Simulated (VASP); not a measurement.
# Mg2Si (Fm-3m) in VASP: a series of runs

The runs below take Mg2Si through single point, relaxation of cell and atoms, with r2SCAN.

Program: VASP 6.6.1. These are calculated values, not measurements. Logs are shortened: lines on timing, memory, paths and dates and some standing lists are left out, and cuts for length are marked.

## 1. The cell of the first run

The structure is cubic, space group Fm-3m (No. 225). Conventional cell: a = 6.211 Å, b = 6.211 Å, c = 6.211 Å, α = 90.00°, β = 90.00°, γ = 90.00°. Mg (site symmetry -43m) has 4 Si at 2.69 Å and 6 Mg at 3.11 Å within 3.5 Å. Within 3.5 Å of Si (site symmetry m-3m) lie 8 Mg at 2.69 Å.

## 2. Single point, r2SCAN

Contents of POSCAR:

```
Mg2Si
1.0
    3.1053585756      3.1053585756      0.0000000000
   -3.1053585756      3.1053585756      0.0000000000
    0.0000000000      3.1053585756      3.1053585756
Mg Si
2 1
Direct
    0.2500000000      0.7500000000      0.5000000000
    0.7500000000      0.2500000000      0.5000000000
    0.0000000000      0.0000000000      0.0000000000
```

Contents of INCAR.step1:

```
ALGO = Normal
EDIFF = 1E-5
ENCUT = 660
GGA = PE
GGA_COMPAT = F
ISMEAR = 0
LASPH = T
LCHARG = F
LREAL = F
LWAVE = T
NBANDS = 11
NELM = 120
PREC = Accurate
SIGMA = 0.01
```

Contents of INCAR.step2:

```
ALGO = Normal
EDIFF = 1E-6
ENCUT = 660
GGA_COMPAT = F
ISIF = 2
ISMEAR = 0
ISTART = 1
LASPH = T
LCHARG = F
LMIXTAU = T
LREAL = F
LWAVE = F
METAGGA = R2SCAN
NBANDS = 11
NELM = 120
PREC = Accurate
SIGMA = 0.01
```

Contents of KPOINTS:

```
k-points
0
Gamma
  6 6 6
```

Potentials or basis: VASP PAW PBE potentials, release 64 (Mg, Si).

The run is started by

```
$ cat potpaw_PBE.64/Mg/POTCAR potpaw_PBE.64/Si/POTCAR > POTCAR
$ cp INCAR.step1 INCAR
$ mpirun -np 1 vasp_std > vasp.out
$ cp INCAR.step2 INCAR
$ mpirun -np 1 vasp_std > vasp.out
```

OUTCAR:

```text
EDIFF = 1E-6
   ENCUT = 660
   ISIF = 2
   ISMEAR = 0
   ISTART = 1
   LASPH = T
   LREAL = F
   METAGGA = R2SCAN
   NELM = 120
   PREC = Accurate

 ion  position               nearest neighbor table
   1  0.250  0.750  0.500-   3 2.69   3 2.69   3 2.69   3 2.69   2 3.11   2 3.11   2 3.11   2 3.11
                             2 3.11   2 3.11
   2  0.750  0.250  0.500-   3 2.69   3 2.69   3 2.69   3 2.69   1 3.11   1 3.11   1 3.11   1 3.11
                             1 3.11   1 3.11
   3  0.000  0.000  0.000-   2 2.69   1 2.69   2 2.69   1 2.69   1 2.69   2 2.69   1 2.69   2 2.69

  LATTYP: Found a face centered cubic cell.
 ALAT       =     6.2107171512

  Lattice vectors:

 A1 = (   0.0000000000,   3.1053585756,   3.1053585756)
 A2 = (   3.1053585756,   0.0000000000,   3.1053585756)
 A3 = (   3.1053585756,   3.1053585756,   0.0000000000)

Analysis of symmetry for initial positions (statically):
=====================================================================
 Subroutine PRICEL returns:
 Original cell was already a primitive cell.

 Routine SETGRP: Setting up the symmetry group for a
 face centered cubic supercell.

 Subroutine GETGRP returns: Found 48 space group operations
 (whereof 48 operations were pure point group operations)
 out of a pool of 48 trial point group operations.

The static configuration has the point symmetry O_h .

Analysis of symmetry for dynamics (positions and initial velocities):
=====================================================================
 Subroutine PRICEL returns:
 Original cell was already a primitive cell.

 Routine SETGRP: Setting up the symmetry group for a
 face centered cubic supercell.

 Subroutine GETGRP returns: Found 48 space group operations
 (whereof 48 operations were pure point group operations)
 out of a pool of 48 trial point group operations.

The dynamic configuration has the point symmetry O_h .

 Subroutine INISYM returns: Found 48 space group operations
 (whereof 48 operations are pure point group operations),
 and found     1 'primitive' translations

----------------------------------------------------------------------------------------

                                     Primitive cell

  volume of cell :      59.8915

  direct lattice vectors                    reciprocal lattice vectors
     3.105358576  3.105358576  0.000000000     0.161012002  0.161012002 -0.161012002
    -3.105358576  3.105358576  0.000000000    -0.161012002  0.161012002 -0.161012002
     0.000000000  3.105358576  3.105358576     0.000000000  0.000000000  0.322024003

  length of vectors
     4.391640214  4.391640214  4.391640214     0.278880967  0.278880967  0.322024003

  position of ions in fractional coordinates (direct lattice)
     0.250000000  0.750000000  0.500000000
     0.750000000  0.250000000  0.500000000
     0.000000000  0.000000000  0.000000000

  ion indices of the primitive-cell ions
   primitive index   ion index
                 1           1
                 2           2
                 3           3

----------------------------------------------------------------------------------------

 KPOINTS: k-points

Automatic generation of k-mesh.
 Grid dimensions read from file:
 generate k-points for:    6    6    6

 Generating k-lattice:

  Cartesian coordinates                     Fractional coordinates (reciprocal lattice)
     0.026835334  0.026835334 -0.026835334     0.166666667  0.000000000  0.000000000
    -0.026835334  0.026835334 -0.026835334     0.000000000  0.166666667  0.000000000
     0.000000000  0.000000000  0.053670667     0.000000000  0.000000000  0.166666667

  Length of vectors
     0.046480161  0.046480161  0.053670667

  Shift w.r.t. Gamma in fractional coordinates (k-lattice)
     0.000000000  0.000000000  0.000000000

 Subroutine IBZKPT returns following result:
 ===========================================

 Found     16 irreducible k-points:

 Following reciprocal coordinates:
            Coordinates               Weight
  0.000000  0.000000  0.000000      1.000000
  0.166667  0.000000  0.000000      8.000000
  0.333333  0.000000  0.000000      8.000000
  0.500000  0.000000  0.000000      4.000000
  0.166667  0.166667  0.000000     12.000000
  0.333333  0.166667  0.000000     24.000000
[... 8 lines left out ...]
  0.500000  0.333333  0.166667     24.000000
  0.500000  0.500000  0.166667     12.000000
   k-points           NKPTS =     16   k-points in BZ     NKDIM =     16   number of bands    NBANDS=     11
   number of dos      NEDOS =    301   number of ions     NIONS =      3
   total plane-waves  NPLWV =  64000
   dimension x,y,z NGX =    40 NGY =   40 NGZ =   40
   dimension x,y,z NGXF=    80 NGYF=   80 NGZF=   80
   ions per type =               2   1
   NGX,Y,Z   is equivalent  to a cutoff of  15.14, 15.14, 15.14 a.u.
   NGXF,Y,Z  is equivalent  to a cutoff of  30.28, 30.28, 30.28 a.u.
 SYSTEM =  unknown system
   PREC   = accura    normal or accurate (medium, high low for compatibility)
   ISTART =      1    job   : 0-new  1-cont  2-samecut
   ICHARG =      0    charge: 1-file 2-atom 10-const
   ISPIN  =      1    spin polarized calculation?
   LNONCOLLINEAR =      F non collinear calculations
   LSORBIT =      F    spin-orbit coupling
   LASPH  =      T    aspherical Exc in radial PAW
   ENCUT  =  660.0 eV  48.51 Ry    6.96 a.u.   9.20  9.20  9.20*2*pi/ulx,y,z
   NELM   =    120;   NELMIN=  2; NELMDL=  0     # of ELM steps
   EDIFF  = 0.1E-05   stopping-criterion for ELM
   LREAL  =      F    real-space projection
   EDIFFG = 0.1E-04   stopping-criterion for IOM
   NSW    =      0    number of steps for IOM
   IBRION =     -1    ionic relax: 0-MD 1-quasi-New 2-CG
   NFREE  =      0    steps in history (QN), initial steepest desc. (CG)
   ISIF   =      2    stress and relaxation
   ISYM   =      2    0-nonsym 1-usesym 2-fastsym
   POTIM  = 0.5000    time-step for ionic-motion
   TEBEG  =    0.0;   TEEND  =   0.0 temperature during run
   PSTRESS=    0.0 pullay stress
   NELECT =       8.0000    total number of electrons
   NUPDOWN=      -1.0000    fix difference up-down
   EMIN   =  10.00;   EMAX   =-10.00  energy-range for DOS
   EFERMI =   0.00;   METHOD = LEGACY
   ISMEAR =     0;   SIGMA  =   0.01  broadening in eV -4-tet -1-fermi 0-gaus
   EFERMI_NEDOS =   21; number of points for ismear=-14 and -15
   IALGO  =     38    algorithm
   IMIX   =      4    mixing-type and parameters
     AMIX     =   0.40;   BMIX     =  1.00
     AMIX_MAG =   1.60;   BMIX_MAG =  1.00
  volume/ion in A,a.u.               =      19.96       134.72
  Fermi-wavevector in a.u.,A,eV,Ry     =   0.836854  1.581425  9.528497  0.700325
  Thomas-Fermi vector in A             =   1.950647
   LORBIT       =      0    0 simple, 1 ext, 2 COOP (PROOUT), +10 PAW based schemes
   METAGGA = R2SCAN    functional components
   LHFCALC =     F    Hartree Fock is set to
   AEXX    =    0.0000 exact exchange contribution
   IVDW    =     0    specifies the selected vdW correction
   LEPSILON=     F    determine dielectric tensor
   LRPA    =     F    only Hartree local field effects (RPA)
 non-spin polarized calculation
 Gauss-broadening in eV      SIGMA  =   0.01
  energy-cutoff  :      660.00
  volume of cell :       59.89
 maximum number of plane-waves:      2332
 NGX is ok and might be reduce to    40
   NGX = 19   NGY = 19   NGZ = 19

 number of electron       8.0000000 magnetization

 Free energy of the ion-electron system (eV)
  ---------------------------------------------------
  ext. energy  EPLUGINS =         0.00000000
  ---------------------------------------------------
  free energy    TOTEN  =       -17.63187347 eV

  energy without entropy =      -17.63187347  energy(sigma->0) =      -17.63187347

 E-fermi :   4.0034     XC(G=0):  -9.4234

 val. band max:        3.9496565266   @ k =   0.0000   0.0000   0.0000
 cond. band min:       4.3215052522   @ k =   0.5000   0.5000   0.0000
 fundamental gap:      0.3718487256
 Fermi energy:         4.0034455199

 k-point     1 :       0.0000    0.0000    0.0000
  band No.  band energies     occupation
      1      -5.8708      2.00000
      2       3.9497      2.00000
      3       3.9497      2.00000
      4       3.9497      2.00000
      5       6.8431      0.00000
      6       6.8829      0.00000
      7       6.8829      0.00000
      8       6.8829      0.00000
      9       9.9774      0.00000
     10       9.9774      0.00000
     11      12.1794      0.00000

 k-point     2 :       0.1667    0.0000    0.0000
  band No.  band energies     occupation
      1      -5.5947      2.00000
      2       2.2029      2.00000
      3       3.6841      2.00000
      4       3.6841      2.00000
      5       6.5541      0.00000
      6       7.3198      0.00000
      7       7.3198      0.00000
      8       8.6201      0.00000
      9       9.2771      0.00000
     10       9.2771      0.00000
     11      11.5862      0.00000

 k-point     3 :       0.3333    0.0000    0.0000
  band No.  band energies     occupation
      1      -4.8541      2.00000
      2      -0.0375      2.00000
      3       3.3232      2.00000
      4       3.3232      2.00000
      5       6.1103      0.00000
      6       7.1037      0.00000
      7       7.1037      0.00000
      8       9.9589      0.00000
      9      10.3307      0.00000
     10      10.3307      0.00000
     11      11.9261      0.00000

 k-point     4 :       0.5000    0.0000    0.0000
  band No.  band energies     occupation
      1      -4.2590      2.00000
      2      -1.1656      2.00000
      3       3.1886      2.00000
      4       3.1886      2.00000
      5       5.9421      0.00000
      6       6.8066      0.00000
      7       6.8066      0.00000
      8       9.7489      0.00000
      9      12.6468      0.00000
     10      12.6468      0.00000
     11      13.2296      0.00000

 k-point     5 :       0.1667    0.1667    0.0000
  band No.  band energies     occupation
      1      -5.1570      2.00000
      2       1.2420      2.00000
      3       2.1900      2.00000
      4       3.6543      2.00000
      5       7.0109      0.00000
      6       7.6521      0.00000
      7       7.7662      0.00000
      8       8.2706      0.00000
      9       8.3467      0.00000
     10      11.6876      0.00000
     11      13.0049      0.00000
[... 99 lines left out ...]
 k-point    13 :       0.5000    0.5000    0.0000
  band No.  band energies     occupation
      1      -3.6261      2.00000
      2      -0.7689      2.00000
      3       1.8237      2.00000
      4       1.8237      2.00000
      5       4.3215      0.00000
      6       4.7981      0.00000
      7      13.0138      0.00000
      8      13.0138      0.00000
      9      13.2545      0.00000
     10      13.2545      0.00000
     11      13.9435      0.00000

 k-point    14 :       0.3333    0.3333    0.1667
  band No.  band energies     occupation
      1      -4.2578      2.00000
      2       0.1141      2.00000
      3       1.1477      2.00000
      4       2.2445      2.00000
      5       6.5045      0.00000
      6       6.9067      0.00000
      7       7.8109      0.00000
      8      10.4424      0.00000
      9      10.9567      0.00000
     10      12.7346      0.00000
     11      14.6163      0.00000

 k-point    15 :       0.5000    0.3333    0.1667
  band No.  band energies     occupation
      1      -3.7824      2.00000
      2      -0.4324      2.00000
      3       0.7165      2.00000
      4       1.8323      2.00000
      5       6.5698      0.00000
      6       7.2751      0.00000
      7       8.9784      0.00000
      8       9.5994      0.00000
      9      10.7127      0.00000
     10      13.1303      0.00000
     11      14.0149      0.00000

 k-point    16 :       0.5000    0.5000    0.1667
  band No.  band energies     occupation
      1      -3.5822      2.00000
      2      -0.3632      2.00000
      3       0.7706      2.00000
      4       1.2077      2.00000
      5       5.9774      0.00000
      6       6.5824      0.00000
      7       9.6853      0.00000
      8       9.8563      0.00000
      9      13.2866      0.00000
     10      13.3006      0.00000
     11      13.9069      0.00000

------------------------ aborting loop because EDIFF is reached ----------------------------------------

  FORCE on cell =-STRESS in cart. coord.  units (eV):
  Direction    XX          YY          ZZ          XY          YZ          ZX
  --------------------------------------------------------------------------------------
  -------------------------------------------------------------------------------------
  Total        1.3824535      1.3824535      1.3824535      0.0000000      0.0000000     -0.0000000
  in kB       36.9824643     36.9824643     36.9824643      0.0000000      0.0000000     -0.0000000
  external PRESSURE =      36.9824643 kB  Pullay stress =       0.0000000 kB

 VOLUME and BASIS-vectors are now :
 -----------------------------------------------------------------------------
  energy-cutoff  :      660.00
  volume of cell :       59.89
      direct lattice vectors                 reciprocal lattice vectors
     3.105358576  3.105358576  0.000000000     0.161012002  0.161012002 -0.161012002
    -3.105358576  3.105358576  0.000000000    -0.161012002  0.161012002 -0.161012002
     0.000000000  3.105358576  3.105358576     0.000000000  0.000000000  0.322024003

 POSITION                                       TOTAL-FORCE (eV/Angst)
 -----------------------------------------------------------------------------------
     -1.55268      4.65804      1.55268        -0.000000     -0.000000      0.000000
      1.55268      4.65804      1.55268         0.000000      0.000000     -0.000000
      0.00000      0.00000      0.00000         0.000000     -0.000000      0.000000
 -----------------------------------------------------------------------------------
    total drift:                                0.000000      0.000000     -0.000000

  FREE ENERGIE OF THE ION-ELECTRON SYSTEM (eV)
  ---------------------------------------------------
  free  energy   TOTEN  =       -17.6318734660 eV

  energy  without entropy=      -17.6318734660  energy(sigma->0) =      -17.63187347
```

It took 35 s on 1 thread of Intel Xeon 6975P-C (Granite Rapids), shared host; peak memory 0.25 GiB.

Results:

```yaml
Free_energy: -17.6319 eV
Pressure: 3.7 GPa
Band_gap_on_the_k_mesh: 0.37 eV (least direct gap 2.50 eV)
```

Caveat: the cell stands under pressure; semilocal functionals underestimate gaps, and a narrow one can read as zero; the PAW data sets were made with another functional, which shifts forces and pressure a little. A k mesh can miss the band edges.

[end of part 1 of 2]
